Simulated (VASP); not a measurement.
**Mg7ZnO8: single point with PBEsol**

Mg7ZnO8:

```
Mg Zn O
1.0
     9.87989    0.00000    0.00000
     0.00000   11.40832    0.00000
     0.00000    0.00000   10.09517
Mg Zn O
42 6 48
Direct
  0.16664 0.08464 0.24282
  0.16578 0.08364 0.74033
  0.99918 0.33280 0.24561
  0.50272 0.08228 0.24685
  0.49988 0.08315 0.74526
  0.32955 0.33547 0.24477
  0.33409 0.33382 0.74527
  0.16320 0.58397 0.24706
  0.16386 0.58559 0.74654
  0.99925 0.83280 0.74494
  0.83351 0.08735 0.24724
  0.83398 0.08293 0.74448
  0.66851 0.33677 0.24744
  0.66622 0.33373 0.74794
  0.49974 0.58433 0.24536
  0.50034 0.58253 0.74572
  0.33115 0.83339 0.24356
  0.33367 0.83478 0.74801
  0.83155 0.58536 0.24347
  0.83314 0.58286 0.74456
  0.66641 0.83035 0.74506
  0.99981 0.16518 0.49430
  0.00065 0.16597 0.99271
  0.33450 0.16664 0.49516
  0.16649 0.41355 0.49235
  0.16468 0.41906 0.99845
  0.00067 0.66849 0.49633
  0.99797 0.66701 0.99619
  0.66658 0.16535 0.49226
  0.66442 0.16567 0.99445
  0.50173 0.41811 0.49433
  0.50173 0.41907 0.99618
  0.33442 0.66453 0.49351
  0.33458 0.66933 0.99739
  0.16844 0.91616 0.49529
  0.16645 0.91687 0.99841
  0.83177 0.41898 0.99349
  0.66713 0.66726 0.49643
  0.66573 0.66893 0.99670
  0.50241 0.91672 0.49488
  0.50063 0.92069 0.99235
  0.83342 0.91762 0.49809
  0.00018 0.33158 0.74480
  0.00409 0.83288 0.24786
  0.66631 0.83372 0.24774
  0.33256 0.16612 0.99284
  0.83491 0.41717 0.49489
  0.83489 0.91699 0.99445
  0.99880 0.16826 0.19317
  0.99962 0.16759 0.68865
  0.33454 0.16619 0.19018
  0.33646 0.16643 0.69247
  0.16741 0.41547 0.19348
  0.16582 0.41511 0.69028
  0.99803 0.66636 0.19080
  0.99975 0.66646 0.69262
  0.66656 0.16786 0.19417
  0.66805 0.16631 0.69202
  0.49863 0.41785 0.19271
  0.50392 0.41517 0.69215
  0.33453 0.66700 0.19470
  0.33666 0.66409 0.69357
  0.16726 0.91824 0.19231
  0.16835 0.91823 0.69368
  0.83172 0.41795 0.19520
  0.83057 0.41419 0.69026
  0.66666 0.66655 0.19289
  0.66707 0.66415 0.69255
  0.50015 0.91291 0.19401
  0.49996 0.91704 0.69077
  0.83761 0.91632 0.19493
  0.83731 0.91691 0.69002
  0.16488 0.08123 0.44529
  0.16843 0.08518 0.94308
  0.00153 0.33345 0.44527
  0.00252 0.33444 0.94461
  0.50026 0.08494 0.44304
  0.49967 0.08335 0.94038
  0.33459 0.33316 0.44382
  0.33256 0.33439 0.94489
  0.16548 0.58211 0.44260
  0.16833 0.58113 0.94155
  0.00166 0.83654 0.44188
  0.99887 0.83451 0.94546
  0.83138 0.08356 0.44351
  0.83364 0.08320 0.93830
  0.66960 0.33345 0.44351
  0.66840 0.33388 0.94023
  0.50340 0.58378 0.43822
  0.49896 0.58249 0.94034
  0.33135 0.83344 0.43969
  0.33414 0.82997 0.94276
  0.83211 0.58099 0.44305
  0.83179 0.58605 0.94439
  0.66861 0.83384 0.44166
  0.66873 0.83256 0.94410
```

```json
{
  "Program": "VASP 6.6.1",
  "Task": "single point",
  "Functional": "PBEsol",
  "Potentials or basis": "VASP PAW PBE potentials, release 64 (Mg, Zn, O)",
  "Cutoff": "700 eV",
  "k mesh": "1 × 1 × 1, shifted",
  "Occupations": "fermi-dirac, width 0.05 eV",
  "Spin": "no spin polarisation"
}
```

- Pressure: -0.1 GPa
- Largest force: 0.858 eV/Å
- Band gap on the k mesh: 3.49 eV

Forces in eV/Å, atoms in the order of the input:
```
Mg  -0.045  0.029  0.278
Mg   0.329  0.381  0.385
Mg  -0.174  0.311  0.165
Mg  -0.261  0.028 -0.192
Mg   0.180  0.211 -0.269
Mg   0.725 -0.444 -0.059
Mg  -0.065 -0.113  0.141
Mg   0.350 -0.029 -0.129
Mg   0.468 -0.607 -0.200
Mg   0.218  0.195  0.297
Mg  -0.016 -0.587 -0.107
Mg  -0.099  0.118 -0.247
Mg  -0.340 -0.230 -0.024
Mg   0.176 -0.445 -0.554
Mg   0.089 -0.023 -0.134
Mg   0.065 -0.266 -0.033
Mg   0.236 -0.142  0.249
Mg   0.034 -0.370 -0.366
Mg   0.072 -0.191  0.399
Mg   0.089 -0.318  0.030
Mg   0.278  0.394  0.098
Mg  -0.215  0.329 -0.031
Mg  -0.032  0.229  0.211
Mg  -0.174 -0.005  0.106
Mg  -0.011  0.372  0.450
Mg   0.377 -0.427 -0.284
Mg  -0.157 -0.278 -0.251
Mg   0.246  0.122 -0.106
Mg   0.091  0.468  0.512
Mg   0.288  0.280  0.131
Mg   0.165 -0.160  0.090
Mg  -0.199 -0.456 -0.009
Mg  -0.006  0.180  0.076
Mg  -0.089 -0.795 -0.049
Mg  -0.015  0.039  0.054
Mg  -0.017  0.089 -0.368
Mg   0.286 -0.226  0.244
Mg   0.044 -0.223 -0.262
Mg  -0.067 -0.165  0.060
Mg  -0.398 -0.013 -0.242
Mg   0.107 -0.695  0.492
Mg   0.139  0.047 -0.655
Zn  -0.032  0.280  0.000
Zn  -0.278 -0.007 -0.234
Zn   0.340 -0.079 -0.354
Zn   0.151  0.394  0.117
Zn   0.041 -0.228  0.002
Zn  -0.173  0.059  0.352
O    0.163 -0.141 -0.204
O    0.028 -0.410  0.325
O    0.030 -0.005  0.555
O   -0.352  0.033 -0.184
O   -0.520  0.414  0.155
O    0.200  0.346  0.082
O    0.218 -0.047  0.164
O   -0.152  0.231  0.019
O    0.029  0.054 -0.219
O   -0.186 -0.089  0.027
O    0.138 -0.043  0.081
O   -0.480  0.270 -0.052
O   -0.447 -0.092 -0.154
O   -0.460  0.449 -0.244
O    0.151  0.047 -0.039
O   -0.200 -0.391 -0.037
O    0.353  0.096 -0.620
O    0.317  0.389  0.638
O   -0.152  0.035 -0.128
O   -0.014  0.294 -0.022
O   -0.163  0.606 -0.388
O    0.162 -0.220  0.251
O   -0.320  0.313 -0.038
O   -0.490 -0.224  0.236
O    0.332  0.319 -0.365
O   -0.423 -0.540 -0.357
O   -0.087 -0.389 -0.665
O   -0.496 -0.066  0.095
O   -0.052 -0.362 -0.125
O    0.142  0.012  0.042
O    0.031 -0.003 -0.254
O    0.140  0.182 -0.190
O    0.065  0.115  0.048
O   -0.264  0.679  0.266
O   -0.143 -0.396  0.578
O    0.478 -0.252 -0.569
O    0.240 -0.112 -0.110
O   -0.076  0.177  0.361
O   -0.418 -0.147 -0.184
O   -0.181 -0.084  0.480
O   -0.263  0.035  0.494
O    0.205  0.379  0.327
O    0.394 -0.135  0.265
O   -0.040  0.833  0.136
O    0.260  0.773 -0.132
O    0.024 -0.212 -0.286
O   -0.038 -0.075  0.673
O   -0.408  0.321 -0.513
```

Stress tensor (GPa, compression positive):
```
-0.15 -0.20  0.18
-0.20 -0.43 -0.23
 0.18 -0.23  0.26
```

Levels at points of the mesh, in eV from the valence-band top:
```csv
k point,band 220,band 221,band 222,band 223,band 224,band 225
"(0.25, 0.25, 0.25)",-0.14,-0.04,0.00,3.49,4.52,4.73
```

It took 32 min on 1 thread of AMD EPYC 9R14 (Zen 4), on a shared host, peak memory 1.6 GiB.

Caveat: the PAW data sets were made with another functional, which shifts forces and pressure a little; a shifted mesh leaves out Γ, where band edges can lie. A k mesh can miss the band edges.
